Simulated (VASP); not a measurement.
Input of a VASP 6.6.1 run:

INCAR

```
SYSTEM = MoS2
PREC = Accurate
ENCUT = 520
EDIFF = 1E-6
ISMEAR = 0
SIGMA = 0.1
LREAL = .FALSE.
LASPH = .TRUE.
NELM = 100
ALGO = Normal
ISIF = 2
LWAVE = .FALSE.
LCHARG = .TRUE.
LDIPOL = .TRUE.
IDIPOL = 3
DIPOL = 0.5 0.5 0.398
GGA = PE
IVDW = 12
LELF = .TRUE.
LVHAR = .TRUE.
LVACPOTAV = .TRUE.
NBANDS = 35
```

The input KPOINTS:

```
regular mesh
0
G
  12 12 1
  0 0 0
```

The input POSCAR:

```
MoS2
1.0
    3.1346592640      0.0000000000      0.0000000000
   -1.5673296320      2.7146945548      0.0000000000
    0.0000000000      0.0000000000     23.9375766750
S Mo
4 2
Direct
    0.0000000000      0.0000000000      0.1879889540
    0.3333333333      0.6666666667      0.3224548768
    0.3333333333      0.6666666667      0.4745170529
    0.0000000000      0.0000000000      0.6089829757
    0.6666666667      0.3333333333      0.2552219154
   -0.3333333333      0.3333333333      0.5417500143
```

Potentials or basis: VASP PAW PBE potentials, release 64 (S, Mo_sv).

Run with:

```bash
$ cat potpaw_PBE.64/S/POTCAR potpaw_PBE.64/Mo_sv/POTCAR > POTCAR
$ mpirun -np 1 vasp_std > vasp.out
```

Problem. What does it give for the largest force?

Solution. 0.033 eV/Å.

Problem. What does it give for the band gap on the k mesh?

Solution. Zero (bands 26 and 27 overlap by 0.42 eV).

Forces in eV/Å, atoms in the order of the input:
```
S    0.000  0.000  0.030
S    0.000  0.000  0.012
S    0.000  0.000 -0.012
S    0.000  0.000 -0.030
Mo   0.000  0.000  0.033
Mo   0.000  0.000 -0.033
```
